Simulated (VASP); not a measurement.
# SiGeW3 (P4/mmm) in VASP: relaxation of cell and atoms with PBE

Aim: the relaxation of cell and atoms of SiGeW3 with PBE.

Program: VASP 6.6.1. These are calculated values, not measurements. Logs are shortened: lines on timing, memory, paths and dates and some standing lists are left out, and cuts for length are marked.

**1. The cell of the first run**

The structure is tetragonal, space group P4/mmm (No. 123). The conventional cell has a = 3.352 Å, b = 3.352 Å, c = 7.576 Å, α = 90.00°, β = 90.00°, γ = 90.00°. Within 3.5 Å of Si (site symmetry 4/mmm) lie 8 W at 2.69 Å and 4 Si at 3.35 Å. Within 3.1 Å of Ge (site symmetry 4/mmm) lie 6 W at 2.37 to 2.52 Å. Within 3.5 Å of W (site symmetry 4mm) lie 1 Ge at 2.52 Å and 9 W at 2.53 to 3.46 Å and 4 Si at 2.69 Å. Within 3.1 Å of W (site symmetry 4/mmm) lie 4 Ge at 2.37 Å.

The cell was generated, and may not be a known phase.

**2. Relaxation of cell and atoms, PBE**

Input file INCAR:

```
SYSTEM = SiGeW3
PREC     = Accurate       ! precision mode
ENCUT    = 600            ! plane-wave cutoff, eV
EDIFF    = 1E-6           ! SCF threshold, eV
ISMEAR   = 0              ! smearing method
SIGMA    = 0.1            ! smearing width, eV
LREAL    = .False.        ! projectors in reciprocal space
LASPH    = .True.         ! aspherical terms in the spheres
NELM     = 80             ! most SCF steps
ALGO     = Fast           ! electronic algorithm
ISIF     = 3              ! what is computed and relaxed
LWAVE    = .False.        ! write WAVECAR
LCHARG   = .False.        ! write CHGCAR
GGA      = PE             ! functional
IBRION   = 2              ! ionic algorithm
NSW      = 100            ! ionic steps
EDIFFG   = -0.01          ! ionic threshold
```

Input file KPOINTS:

```
Automatic mesh
0
Gamma
  12 12 6
  0 0 0
```

Input file POSCAR:

```
SiGeW3
1.0
    3.3516977182      0.0000000000      0.0000000000
    0.0000000000      3.3516977182      0.0000000000
    0.0000000000      0.0000000000      7.5759421705
Si Ge W
1 1 3
Direct
    0.5000000000      0.5000000000      0.0000000000
    0.0000000000      0.0000000000      0.5000000000
    0.0000000000      0.0000000000      0.8327733924
    0.0000000000      0.0000000000      0.1672266076
    0.5000000000      0.5000000000      0.5000000000
```

Potentials or basis: VASP PAW PBE potentials, release 64 (Si, Ge_d, W_sv).

The run is started by

```console
$ cat potpaw_PBE.64/Si/POTCAR potpaw_PBE.64/Ge_d/POTCAR potpaw_PBE.64/W_sv/POTCAR > POTCAR
$ mpirun -np 1 vasp_std > vasp.out
```

OUTCAR:

```text
SYSTEM = SiGeW3
   PREC = Accurate
   ENCUT = 600
   EDIFF = 1E-6
   ISMEAR = 0
   LREAL = .False.
   LASPH = .True.
   NELM = 80
   ISIF = 3
   GGA = PE
   IBRION = 2
   NSW = 100
   EDIFFG = -0.01

 ion  position               nearest neighbor table
   1  0.500  0.500  0.000-   3 2.69   4 2.69   3 2.69   4 2.69   3 2.69   4 2.69   3 2.69   4 2.69

   2  0.000  0.000  0.500-   5 2.37   5 2.37   5 2.37   5 2.37   3 2.52   4 2.52
   3  0.000  0.000  0.833-   2 2.52   4 2.53   1 2.69   1 2.69   1 2.69   1 2.69   5 3.46   5 3.46
                             5 3.46   5 3.46
   4  0.000  0.000  0.167-   2 2.52   3 2.53   1 2.69   1 2.69   1 2.69   1 2.69   5 3.46   5 3.46
                             5 3.46   5 3.46
   5  0.500  0.500  0.500-   2 2.37   2 2.37   2 2.37   2 2.37   3 3.46   4 3.46   4 3.46   3 3.46
                             4 3.46   3 3.46   3 3.46   4 3.46

  LATTYP: Found a simple tetragonal cell.
 ALAT       =     3.3516977182
 C/A-ratio  =     2.2603297813

  Lattice vectors:

 A1 = (   3.3516977182,   0.0000000000,   0.0000000000)
 A2 = (   0.0000000000,   3.3516977182,   0.0000000000)
 A3 = (   0.0000000000,   0.0000000000,   7.5759421705)

Analysis of symmetry for initial positions (statically):
=====================================================================
 Subroutine PRICEL returns:
 Original cell was already a primitive cell.

 Routine SETGRP: Setting up the symmetry group for a
 simple tetragonal supercell.

 Subroutine GETGRP returns: Found 16 space group operations
 (whereof 16 operations were pure point group operations)
 out of a pool of 16 trial point group operations.

The static configuration has the point symmetry D_4h.

Analysis of symmetry for dynamics (positions and initial velocities):
=====================================================================
 Subroutine PRICEL returns:
 Original cell was already a primitive cell.

 Routine SETGRP: Setting up the symmetry group for a
 simple tetragonal supercell.

 Subroutine GETGRP returns: Found 16 space group operations
 (whereof 16 operations were pure point group operations)
 out of a pool of 16 trial point group operations.

The dynamic configuration has the point symmetry D_4h.

 Subroutine INISYM returns: Found 16 space group operations
 (whereof 16 operations are pure point group operations),
 and found     1 'primitive' translations

----------------------------------------------------------------------------------------

                                     Primitive cell

  volume of cell :      85.1072

  direct lattice vectors                    reciprocal lattice vectors
     3.351697718  0.000000000  0.000000000     0.298356261  0.000000000  0.000000000
     0.000000000  3.351697718  0.000000000     0.000000000  0.298356261  0.000000000
     0.000000000  0.000000000  7.575942171     0.000000000  0.000000000  0.131996784

  length of vectors
     3.351697718  3.351697718  7.575942171     0.298356261  0.298356261  0.131996784

  position of ions in fractional coordinates (direct lattice)
     0.500000000  0.500000000  0.000000000
     0.000000000  0.000000000  0.500000000
     0.000000000  0.000000000  0.832773392
     0.000000000  0.000000000  0.167226608
     0.500000000  0.500000000  0.500000000

  ion indices of the primitive-cell ions
   primitive index   ion index
                 1           1
                 2           2
                 3           3
                 4           4
                 5           5

----------------------------------------------------------------------------------------

 KPOINTS: Automatic mesh

Automatic generation of k-mesh.
 Grid dimensions read from file:
 generate k-points for:   12   12    6

 Generating k-lattice:

  Cartesian coordinates                     Fractional coordinates (reciprocal lattice)
     0.024863022  0.000000000  0.000000000     0.083333333  0.000000000  0.000000000
     0.000000000  0.024863022  0.000000000     0.000000000  0.083333333  0.000000000
     0.000000000  0.000000000  0.021999464     0.000000000  0.000000000  0.166666667

  Length of vectors
     0.024863022  0.024863022  0.021999464

  Shift w.r.t. Gamma in fractional coordinates (k-lattice)
     0.000000000  0.000000000  0.000000000

 Subroutine IBZKPT returns following result:
 ===========================================

 Found    112 irreducible k-points:

 Following reciprocal coordinates:
            Coordinates               Weight
  0.000000  0.000000  0.000000      1.000000
  0.083333  0.000000  0.000000      4.000000
  0.166667  0.000000  0.000000      4.000000
  0.250000  0.000000  0.000000      4.000000
  0.333333  0.000000  0.000000      4.000000
  0.416667  0.000000  0.000000      4.000000
[... 16 lines left out ...]
  0.333333  0.333333  0.000000      4.000000
  0.416667  0.333333  0.000000      8.000000
 [... further k-points ...]
   k-points           NKPTS =    112   k-points in BZ     NKDIM =    112   number of bands    NBANDS=     36
   number of dos      NEDOS =    301   number of ions     NIONS =      5
   total plane-waves  NPLWV =  50176
   dimension x,y,z NGX =    28 NGY =   28 NGZ =   64
   dimension x,y,z NGXF=    56 NGYF=   56 NGZF=  128
   ions per type =               1   1   3
   NGX,Y,Z   is equivalent  to a cutoff of  13.89, 13.89, 14.04 a.u.
   NGXF,Y,Z  is equivalent  to a cutoff of  27.78, 27.78, 28.09 a.u.
 SYSTEM =  SiGeW3
   PREC   = accura    normal or accurate (medium, high low for compatibility)
   ISTART =      0    job   : 0-new  1-cont  2-samecut
   ICHARG =      2    charge: 1-file 2-atom 10-const
   ISPIN  =      1    spin polarized calculation?
   LNONCOLLINEAR =      F non collinear calculations
   LSORBIT =      F    spin-orbit coupling
   LASPH  =      T    aspherical Exc in radial PAW
   ENCUT  =  600.0 eV  44.10 Ry    6.64 a.u.   6.69  6.69 15.13*2*pi/ulx,y,z
   NELM   =     80;   NELMIN=  2; NELMDL= -5     # of ELM steps
   EDIFF  = 0.1E-05   stopping-criterion for ELM
   LREAL  =      F    real-space projection
   EDIFFG = -.1E-01   stopping-criterion for IOM
   NSW    =    100    number of steps for IOM
   IBRION =      2    ionic relax: 0-MD 1-quasi-New 2-CG
   NFREE  =      1    steps in history (QN), initial steepest desc. (CG)
   ISIF   =      3    stress and relaxation
   ISYM   =      2    0-nonsym 1-usesym 2-fastsym
   POTIM  = 0.5000    time-step for ionic-motion
   TEBEG  =    0.0;   TEEND  =   0.0 temperature during run
   PSTRESS=    0.0 pullay stress
   NELECT =      60.0000    total number of electrons
   NUPDOWN=      -1.0000    fix difference up-down
   EMIN   =  10.00;   EMAX   =-10.00  energy-range for DOS
   EFERMI =   0.00;   METHOD = LEGACY
   ISMEAR =     0;   SIGMA  =   0.10  broadening in eV -4-tet -1-fermi 0-gaus
   EFERMI_NEDOS =   21; number of points for ismear=-14 and -15
   IALGO  =     68    algorithm
   IMIX   =      4    mixing-type and parameters
     AMIX     =   0.40;   BMIX     =  1.00
     AMIX_MAG =   1.60;   BMIX_MAG =  1.00
  volume/ion in A,a.u.               =      17.02       114.87
  Fermi-wavevector in a.u.,A,eV,Ry     =   1.457034  2.753396 28.884477  2.122949
  Thomas-Fermi vector in A             =   2.573883
   LORBIT       =      0    0 simple, 1 ext, 2 COOP (PROOUT), +10 PAW based schemes
   GGA     = PE    functional components
   LHFCALC =     F    Hartree Fock is set to
   AEXX    =    0.0000 exact exchange contribution
   IVDW    =     0    specifies the selected vdW correction
   LEPSILON=     F    determine dielectric tensor
   LRPA    =     F    only Hartree local field effects (RPA)
 conjugate gradient relaxation of ions
 non-spin polarized calculation
 RMM-DIIS sequential band-by-band and
 Gauss-broadening in eV      SIGMA  =   0.10
  energy-cutoff  :      600.00
  volume of cell :       85.11
 maximum number of plane-waves:      2872
 NGX is ok and might be reduce to    28
   NGX = 13   NGY = 13   NGZ = 31

--------------------------------------- Ionic step        1  -------------------------------------------

 number of electron      59.9999984 magnetization

 Free energy of the ion-electron system (eV)
  ---------------------------------------------------
  ext. energy  EPLUGINS =         0.00000000
  ---------------------------------------------------
  free energy    TOTEN  =       -44.09639191 eV

  energy without entropy =      -44.08300729  energy(sigma->0) =      -44.08969960

------------------------ aborting loop because EDIFF is reached ----------------------------------------

  FORCE on cell =-STRESS in cart. coord.  units (eV):
  Direction    XX          YY          ZZ          XY          YZ          ZX
  --------------------------------------------------------------------------------------
  -------------------------------------------------------------------------------------
  Total       -0.0474675     -0.0474675      0.6954708      0.0000000      0.0000000      0.0000000
  in kB       -0.8935945     -0.8935945     13.0925176      0.0000000      0.0000000      0.0000000
  external PRESSURE =       3.7684428 kB  Pullay stress =       0.0000000 kB
[... 258 lines left out ...]
  energy  without entropy=      -44.0886085856  energy(sigma->0) =      -44.09545021

--------------------------------------- Ionic step        8  -------------------------------------------

 number of electron      59.9999985 magnetization

 Free energy of the ion-electron system (eV)
  ---------------------------------------------------
  ext. energy  EPLUGINS =         0.00000000
  ---------------------------------------------------
  free energy    TOTEN  =       -44.10230816 eV

  energy without entropy =      -44.08865021  energy(sigma->0) =      -44.09547918

 E-fermi :   9.1835     XC(G=0): -12.2803

 val. band max:        9.1788259920   @ k =   0.2500   0.1667   0.5000
 cond. band min:       9.1977124798   @ k =   0.2500   0.1667   0.1667
 fundamental gap:      0.0188864878
 Fermi energy:         9.1835203436

 k-point     1 :       0.0000    0.0000    0.0000
  band No.  band energies     occupation
      1     -65.0922      2.00000
      2     -64.9115      2.00000
      3     -64.8327      2.00000
      4     -29.5329      2.00000
      5     -29.4783      2.00000
      6     -29.4783      2.00000
[... 925 lines left out ...]
     35      11.3760      0.00000
     36      11.5706      0.00000

 [... further k-points ...]

------------------------ aborting loop because EDIFF is reached ----------------------------------------

  FORCE on cell =-STRESS in cart. coord.  units (eV):
  Direction    XX          YY          ZZ          XY          YZ          ZX
  --------------------------------------------------------------------------------------
  -------------------------------------------------------------------------------------
  Total        0.0057275      0.0057275     -0.0032601      0.0000000      0.0000000     -0.0000000
  in kB        0.1072968      0.1072968     -0.0610745      0.0000000      0.0000000     -0.0000000
  external PRESSURE =       0.0511731 kB  Pullay stress =       0.0000000 kB
[... 20 lines left out ...]
  FREE ENERGIE OF THE ION-ELECTRON SYSTEM (eV)
  ---------------------------------------------------
  free  energy   TOTEN  =       -44.1023081624 eV

  energy  without entropy=      -44.0886502051  energy(sigma->0) =      -44.09547918

 reached required accuracy - stopping structural energy minimisation
```

Run time: 43 min. Hardware: 1 thread of Intel Xeon Platinum 8259CL at 2.50GHz (Skylake/Cascade Lake), shared host; peak memory 0.51 GiB.

What came out:

```yaml
Free_energy: -44.1023 eV
Relaxed_volume: 17.10 Å³/atom
Relaxed_cell: a = 3.351 Å, b = 3.351 Å, c = 7.617 Å, α = 90.00°, β = 90.00°, γ = 90.00°
Space_group_after_relaxing_to_0.1_Å: P4/mmm (No. 123)
Energy_gained_by_relaxing: 1.2 meV/atom
Ionic_steps: 8
Pressure_after_relaxing: 0.0 GPa
Band_gap_on_the_k_mesh: zero (bands 30 and 31 overlap by 2.16 eV)
```

Forces in eV/Å, atoms in the order of the input:
```
Si   0.000  0.000  0.000
Ge   0.000  0.000  0.000
W    0.000  0.000 -0.002
W    0.000  0.000  0.002
W    0.000  0.000  0.000
```

The path:
| step | energy change (eV) | largest force (eV/Å) | pressure (GPa) | volume (Å³) |
| --- | --- | --- | --- | --- |
| 1 | 0.0000 | 0.2997 | 0.38 | 85.11 |
| 2 | -0.0057 | 0.0133 | -0.16 | 85.60 |
| 3 | -0.0058 | 0.0435 | -0.11 | 85.55 |
| 4 | -0.0058 | 0.0382 | -0.11 | 85.56 |
| 5 | -0.0058 | 0.0500 | 0.24 | 85.43 |
| 6 | -0.0059 | 0.0013 | 0.06 | 85.50 |
| 7 | -0.0059 | 0.0033 | -0.08 | 85.56 |
| 8 | -0.0059 | 0.0025 | 0.01 | 85.52 |

Final structure:
```
Si Ge W
1.0
     3.35083    0.00000    0.00000
     0.00000    3.35083    0.00000
     0.00000    0.00000    7.61696
Si Ge W
1 1 3
Cartesian
  1.6754 1.6754 7.6170
  0.0000 0.0000 3.8085
  3.3508 0.0000 6.3576
  0.0000 0.0000 1.2594
  1.6754 1.6754 3.8085
```

Caveat: spin-orbit coupling is left out, which moves the levels of the heavy elements.
